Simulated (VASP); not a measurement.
# KTaO3 (P4/mmm) in VASP: notebook

The runs below take KTaO3 through electric field gradients, with LDA.

Program: VASP 6.6.1. These are calculated values, not measurements. Logs are shortened: lines on timing, memory, paths and dates and some standing lists are left out, and cuts for length are marked.

## (1) The cell of the first run

Symmetry: P4/mmm, No. 123, tetragonal system. Conventional cell: a = 3.948 Å, b = 3.948 Å, c = 3.988 Å, α = 90.00°, β = 90.00°, γ = 90.00°. K (site symmetry 4/mmm) has 12 O at 2.79 to 2.81 Å and 8 Ta at 3.43 Å within 3.7 Å. Within 2.6 Å of Ta (site symmetry 4/mmm) lie 6 O at 1.97 to 1.99 Å. O (site symmetry mmm) has 2 Ta at 1.97 Å within 2.6 Å. O (site symmetry 4/mmm) has 2 Ta at 1.99 Å within 2.6 Å.

## (2) Electric field gradients, LDA (equal xx and yy strain of -1 %)

INCAR

```
ALGO = Normal
EDIFF = 1E-8
ENCUT = 520
ISIF = 2
ISMEAR = -1
LASPH = True
LCHARG = False
LEFG = True
LREAL = False
LWAVE = False
NBANDS = 27
NELM = 80
PREC = Accurate
SIGMA = 0.01
```

KPOINTS

```
k-points
0
Gamma
  5 5 5
```

POSCAR

```
KTaO3
1.0
    3.9484170000      0.0000000000      0.0000000000
    0.0000000000      3.9484170000      0.0000000000
    0.0000000000      0.0000000000      3.9883000000
K Ta O
1 1 3
Direct
    0.5000000000      0.5000000000      0.5000000000
    0.0000000000      0.0000000000      0.0000000000
    0.5000000000      0.0000000000      0.0000000000
    0.0000000000      0.5000000000      0.0000000000
    0.0000000000      0.0000000000      0.5000000000
```

Potentials or basis: VASP PAW LDA potentials, release 64 (K_sv, Ta_pv, O).

On the command line:

```sh
$ cat potpaw_LDA.64/K_sv/POTCAR potpaw_LDA.64/Ta_pv/POTCAR potpaw_LDA.64/O/POTCAR > POTCAR
$ mpirun -np 1 vasp_std > vasp.out
```

OUTCAR:

```text
EDIFF = 1E-8
   ENCUT = 520
   ISIF = 2
   ISMEAR = -1
   LASPH = True
   LREAL = False
   NELM = 80
   PREC = Accurate

 ion  position               nearest neighbor table
   1  0.500  0.500  0.500-   5 2.79   5 2.79   5 2.79   5 2.79   4 2.81   3 2.81   4 2.81   3 2.81
                             4 2.81   3 2.81   4 2.81   3 2.81   2 3.43   2 3.43   2 3.43   2 3.43
   2  0.000  0.000  0.000-   3 1.97   4 1.97   4 1.97   3 1.97   5 1.99   5 1.99   1 3.43   1 3.43
                             1 3.43   1 3.43   1 3.43   1 3.43   1 3.43   1 3.43
   3  0.500  0.000  0.000-   2 1.97   2 1.97   1 2.81   1 2.81   1 2.81   1 2.81
   4  0.000  0.500  0.000-   2 1.97   2 1.97   1 2.81   1 2.81   1 2.81   1 2.81
   5  0.000  0.000  0.500-   2 1.99   2 1.99   1 2.79   1 2.79   1 2.79   1 2.79

  LATTYP: Found a simple tetragonal cell.
 ALAT       =     3.9484170000
 C/A-ratio  =     1.0101010101

  Lattice vectors:

 A1 = (   3.9484170000,   0.0000000000,   0.0000000000)
 A2 = (   0.0000000000,   3.9484170000,   0.0000000000)
 A3 = (   0.0000000000,   0.0000000000,   3.9883000000)

Analysis of symmetry for initial positions (statically):
=====================================================================
 Subroutine PRICEL returns:
 Original cell was already a primitive cell.

 Routine SETGRP: Setting up the symmetry group for a
 simple tetragonal supercell.

 Subroutine GETGRP returns: Found 16 space group operations
 (whereof 16 operations were pure point group operations)
 out of a pool of 16 trial point group operations.

The static configuration has the point symmetry D_4h.

Analysis of symmetry for dynamics (positions and initial velocities):
=====================================================================
 Subroutine PRICEL returns:
 Original cell was already a primitive cell.

 Routine SETGRP: Setting up the symmetry group for a
 simple tetragonal supercell.

 Subroutine GETGRP returns: Found 16 space group operations
 (whereof 16 operations were pure point group operations)
 out of a pool of 16 trial point group operations.

The dynamic configuration has the point symmetry D_4h.

 Subroutine INISYM returns: Found 16 space group operations
 (whereof 16 operations are pure point group operations),
 and found     1 'primitive' translations

----------------------------------------------------------------------------------------

[... 145 lines left out ...]

 k-point     1 :       0.0000    0.0000    0.0000
  band No.  band energies     occupation
      1     -32.1720      2.00000
      2     -32.1720      2.00000
      3     -32.1525      2.00000
      4     -25.1941      2.00000
      5     -15.6723      2.00000
      6     -14.9701      2.00000
[... 529 lines left out ...]
     26      12.7532      0.00000
     27      13.3874      0.00000

------------------------ aborting loop because EDIFF is reached ----------------------------------------

  FORCE on cell =-STRESS in cart. coord.  units (eV):
  Direction    XX          YY          ZZ          XY          YZ          ZX
  --------------------------------------------------------------------------------------
  -------------------------------------------------------------------------------------
  Total        0.4324808      0.4324808     -1.1271941      0.0000000      0.0000000      0.0000000
  in kB       11.1440626     11.1440626    -29.0452714      0.0000000      0.0000000      0.0000000
  external PRESSURE =      -2.2523821 kB  Pullay stress =       0.0000000 kB

 VOLUME and BASIS-vectors are now :
 -----------------------------------------------------------------------------
  energy-cutoff  :      520.00
  volume of cell :       62.18
      direct lattice vectors                 reciprocal lattice vectors
     3.948417000  0.000000000  0.000000000     0.253266056  0.000000000  0.000000000
     0.000000000  3.948417000  0.000000000     0.000000000  0.253266056  0.000000000
     0.000000000  0.000000000  3.988300000     0.000000000  0.000000000  0.250733395

 POSITION                                       TOTAL-FORCE (eV/Angst)
 -----------------------------------------------------------------------------------
      1.97421      1.97421      1.99415         0.000000      0.000000      0.000000
      0.00000      0.00000      0.00000         0.000000      0.000000      0.000000
      1.97421      0.00000      0.00000         0.000000      0.000000      0.000000
      0.00000      1.97421      0.00000         0.000000      0.000000      0.000000
      0.00000      0.00000      1.99415         0.000000      0.000000      0.000000
 -----------------------------------------------------------------------------------
    total drift:                                0.000000     -0.000000      0.000000

  FREE ENERGIE OF THE ION-ELECTRON SYSTEM (eV)
  ---------------------------------------------------
  free  energy   TOTEN  =       -45.0483798457 eV

  energy  without entropy=      -45.0483798457  energy(sigma->0) =      -45.04837985

 Electric field gradients (V/A^2)
---------------------------------------------------------------------
 ion       V_xx      V_yy      V_zz      V_xy      V_xz      V_yz
---------------------------------------------------------------------
   1      -0.569    -0.569     1.137    -0.000     0.000     0.000
   2     -28.847   -28.847    57.694     0.000     0.000     0.000
   3       9.556    -6.127    -3.429     0.000    -0.000    -0.000
   4      -6.127     9.556    -3.429     0.000    -0.000    -0.000
   5      -7.922    -7.922    15.845     0.000     0.000     0.000
---------------------------------------------------------------------

 Electric field gradients after diagonalization (V/A^2)
 (convention: |V_zz| > |V_xx| > |V_yy|)
----------------------------------------------------------------------
 ion       V_xx      V_yy      V_zz     asymmetry (V_yy - V_xx)/ V_zz
----------------------------------------------------------------------
   1      -0.569    -0.569     1.137       0.000
   2     -28.847   -28.847    57.694       0.000
   3      -6.127    -3.429     9.556       0.282
   4      -6.127    -3.429     9.556       0.282
   5      -7.922    -7.922    15.845       0.000
----------------------------------------------------------------------

           NMR quadrupolar parameters

 Cq : quadrupolar parameter    Cq=e*Q*V_zz/h
 eta: asymmetry parameters     (V_yy - V_xx)/ V_zz
 Q  : nuclear electric quadrupole moment in mb (millibarn)
----------------------------------------------------------------------
 ion       Cq(MHz)       eta       Q (mb)
----------------------------------------------------------------------
   1       0.003       0.000       1.000
   2       0.140       0.000       1.000
   3       0.023       0.282       1.000
   4       0.023       0.282       1.000
   5       0.038       0.000       1.000
----------------------------------------------------------------------
```

stdout:

```text
POSCAR found type information on POSCAR K TaO
 POSCAR found :  3 types and       5 ions
 scaLAPACK will be used
 LDA part: xc-table for (Slater(with rela. corr.)+CA(PZ))
 , standard interpolation
 POSCAR, INCAR and KPOINTS ok, starting setup
 FFT: planning ... GRIDC
 FFT: planning ... GRID_SOFT
 FFT: planning ... GRID
 WAVECAR not read
 entering main loop
ion   1

ion   2

ion   3

ion   4

ion   5
```

It took 46 s on 1 thread of Intel Xeon 8259CL, shared host; peak memory 0.17 GiB.

Results:

```yaml
Free_energy: -45.0484 eV
Pressure: -0.2 GPa
Band_gap_on_the_k_mesh: 2.17 eV (least direct gap 2.66 eV)
Largest_electric_field_gradient_by_atom: K +1.1; Ta +57.7; O +9.6, +15.8 (each value once) V/Å²
```

Electric field gradients, principal values (V/Å²):
| atom | least | middle | greatest (by size) |
| --- | --- | --- | --- |
| 1 K | -0.569 | -0.569 | 1.137 |
| 2 Ta | -28.847 | -28.847 | 57.694 |
| 3 O | -3.429 | -6.127 | 9.556 |
| 4 O | -3.429 | -6.127 | 9.556 |
| 5 O | -7.922 | -7.922 | 15.845 |

Caveat: the cell differs from its parent crystal (equal xx and yy strain of -1 %); without QUAD_EFG the Cq values of the log hold for a quadrupole moment of 1 mb, not for the nuclei; spin-orbit coupling is left out, which moves the levels of the heavy elements; an odd mesh through Γ misses points on the zone boundary, where band edges can lie.

## (3) Electric field gradients, LDA (zz strain of -2 %)

INCAR

```
SYSTEM = KTaO3
PREC = Accurate
ENCUT = 520
EDIFF = 1E-8
ISMEAR = -1
SIGMA = 0.01
LREAL = .FALSE.
LASPH = .TRUE.
NELM = 60
ALGO = Normal
ISIF = 2
LWAVE = .FALSE.
LCHARG = .FALSE.
GGA = CA
LEFG = .TRUE.
NBANDS = 27
```

KPOINTS

```
regular mesh
0
G
  5 5 5
  0 0 0
```

POSCAR, as its differences from that of step 2:

```diff
@@ -2,5 +2,5 @@
 1.0
-    3.9484170000      0.0000000000      0.0000000000
-    0.0000000000      3.9484170000      0.0000000000
-    0.0000000000      0.0000000000      3.9883000000
+    3.9883000000      0.0000000000      0.0000000000
+    0.0000000000      3.9883000000      0.0000000000
+    0.0000000000      0.0000000000      3.9085340000
 K Ta O
```

Potentials or basis: VASP PAW LDA potentials, release 64 (K_sv, Ta_pv, O).

On the command line:

```sh
$ cat potpaw_LDA.64/K_sv/POTCAR potpaw_LDA.64/Ta_pv/POTCAR potpaw_LDA.64/O/POTCAR > POTCAR
$ mpirun -np 1 vasp_std > vasp.out
```

OUTCAR:

```text
SYSTEM = KTaO3
   PREC = Accurate
   ENCUT = 520
   EDIFF = 1E-8
   ISMEAR = -1
   LREAL = .FALSE.
   LASPH = .TRUE.
   NELM = 60
   ISIF = 2
   GGA = CA

 ion  position               nearest neighbor table
   1  0.500  0.500  0.500-   3 2.79   4 2.79   3 2.79   4 2.79   3 2.79   3 2.79   4 2.79   4 2.79
                             5 2.82   5 2.82   5 2.82   5 2.82   2 3.43   2 3.43   2 3.43   2 3.43
   2  0.000  0.000  0.000-   5 1.95   5 1.95   3 1.99   4 1.99   4 1.99   3 1.99   1 3.43   1 3.43
                             1 3.43   1 3.43   1 3.43   1 3.43   1 3.43   1 3.43
   3  0.500  0.000  0.000-   2 1.99   2 1.99   1 2.79   1 2.79   1 2.79   1 2.79
   4  0.000  0.500  0.000-   2 1.99   2 1.99   1 2.79   1 2.79   1 2.79   1 2.79
   5  0.000  0.000  0.500-   2 1.95   2 1.95   1 2.82   1 2.82   1 2.82   1 2.82

  LATTYP: Found a simple tetragonal cell.
 ALAT       =     3.9883000000
 C/A-ratio  =     0.9800000000

  Lattice vectors:

 A1 = (   3.9883000000,   0.0000000000,   0.0000000000)
 A2 = (   0.0000000000,   3.9883000000,   0.0000000000)
 A3 = (   0.0000000000,   0.0000000000,   3.9085340000)

Analysis of symmetry for initial positions (statically):
=====================================================================
[... 744 lines left out ...]
 -----------------------------------------------------------------------------------
    total drift:                                0.000000     -0.000000      0.000000

  FREE ENERGIE OF THE ION-ELECTRON SYSTEM (eV)
  ---------------------------------------------------
  free  energy   TOTEN  =       -45.0318335721 eV

  energy  without entropy=      -45.0318335720  energy(sigma->0) =      -45.03183357

 Electric field gradients (V/A^2)
---------------------------------------------------------------------
 ion       V_xx      V_yy      V_zz      V_xy      V_xz      V_yz
---------------------------------------------------------------------
   1       0.996     0.996    -1.992    -0.000     0.000    -0.000
   2      59.507    59.507  -119.014     0.000     0.000    -0.000
   3      15.829    -5.260   -10.570    -0.000    -0.000     0.000
   4      -5.260    15.829   -10.570     0.000     0.000     0.000
   5      -1.575    -1.575     3.150    -0.000     0.000     0.000
---------------------------------------------------------------------

 Electric field gradients after diagonalization (V/A^2)
 (convention: |V_zz| > |V_xx| > |V_yy|)
----------------------------------------------------------------------
 ion       V_xx      V_yy      V_zz     asymmetry (V_yy - V_xx)/ V_zz
----------------------------------------------------------------------
   1       0.996     0.996    -1.992       0.000
   2      59.507    59.507  -119.014       0.000
   3     -10.570    -5.260    15.829       0.335
   4     -10.570    -5.260    15.829       0.335
   5      -1.575    -1.575     3.150       0.000
----------------------------------------------------------------------

           NMR quadrupolar parameters

 Cq : quadrupolar parameter    Cq=e*Q*V_zz/h
 eta: asymmetry parameters     (V_yy - V_xx)/ V_zz
 Q  : nuclear electric quadrupole moment in mb (millibarn)
----------------------------------------------------------------------
 ion       Cq(MHz)       eta       Q (mb)
----------------------------------------------------------------------
   1      -0.005       0.000       1.000
   2      -0.288       0.000       1.000
   3       0.038       0.335       1.000
   4       0.038       0.335       1.000
   5       0.008       0.000       1.000
----------------------------------------------------------------------
```

OSZICAR:

```text
N       E                     dE             d eps       ncg     rms          rms(c)
DAV:   1     0.322448784534E+03    0.32245E+03   -0.20577E+04   972   0.141E+03
DAV:   2    -0.326670558692E+02   -0.35512E+03   -0.34419E+03  1116   0.417E+02
DAV:   3    -0.526184001838E+02   -0.19951E+02   -0.19849E+02  1373   0.937E+01
DAV:   4    -0.532864782868E+02   -0.66808E+00   -0.66675E+00  1632   0.116E+01
DAV:   5    -0.532909867194E+02   -0.45084E-02   -0.45077E-02  1262   0.864E-01    0.353E+01
DAV:   6    -0.453805726094E+02    0.79104E+01   -0.33562E+01  1139   0.393E+01    0.138E+01
DAV:   7    -0.451396272478E+02    0.24095E+00   -0.19861E+00  1300   0.873E+00    0.959E+00
DAV:   8    -0.450487194073E+02    0.90908E-01   -0.37433E-01  1190   0.498E+00    0.255E+00
DAV:   9    -0.450331381006E+02    0.15581E-01   -0.32628E-02  1219   0.143E+00    0.272E-01
DAV:  10    -0.450319507429E+02    0.11874E-02   -0.11031E-02  1311   0.675E-01    0.136E-01
DAV:  11    -0.450318389901E+02    0.11175E-03   -0.11175E-03  1284   0.206E-01    0.445E-02
DAV:  12    -0.450318338657E+02    0.51244E-05   -0.46823E-05  1375   0.535E-02    0.105E-02
DAV:  13    -0.450318336640E+02    0.20170E-06   -0.44498E-06  1417   0.138E-02    0.511E-03
DAV:  14    -0.450318335699E+02    0.94106E-07   -0.44871E-07  1351   0.540E-03    0.137E-03
DAV:  15    -0.450318335721E+02   -0.21464E-08   -0.21847E-08  1156   0.103E-03
   1 F= -.45031834E+02 E0= -.45031834E+02  d E =-.455652E-11
```

Run time: 40 s. Hardware: 1 thread of Intel Xeon 8259CL, shared host; peak memory 0.16 GiB.

Results:

```yaml
Free_energy: -45.0318 eV
Pressure: -0.1 GPa
Band_gap_on_the_k_mesh: 2.15 eV (least direct gap 2.63 eV)
Largest_electric_field_gradient_by_atom: K -2.0; Ta -119.0; O +15.8, +3.1 (each value once) V/Å²
```

Stress tensor (GPa, compression positive):
```
-2.88  0.00  0.00
 0.00 -2.88  0.00
 0.00  0.00  5.55
```

Levels at points of the mesh, in eV from the valence-band top:
| k point | band 17 | band 18 | band 19 | band 20 | band 21 | band 22 |
| --- | --- | --- | --- | --- | --- | --- |
| (0.00, 0.00, 0.00) | -0.50 | -0.50 | -0.48 | 2.15 | 2.18 | 2.18 |

Electric field gradients, principal values (V/Å²):
```tsv
atom	least	middle	greatest (by size)
1 K	0.996	0.996	-1.992
2 Ta	59.507	59.507	-119.014
3 O	-5.260	-10.570	15.829
4 O	-5.260	-10.570	15.829
5 O	-1.575	-1.575	3.150
```

Caveat: the cell differs from its parent crystal (zz strain of -2 %); without QUAD_EFG the Cq values of the log hold for a quadrupole moment of 1 mb, not for the nuclei; spin-orbit coupling is left out, which moves the levels of the heavy elements; an odd mesh through Γ misses points on the zone boundary, where band edges can lie.
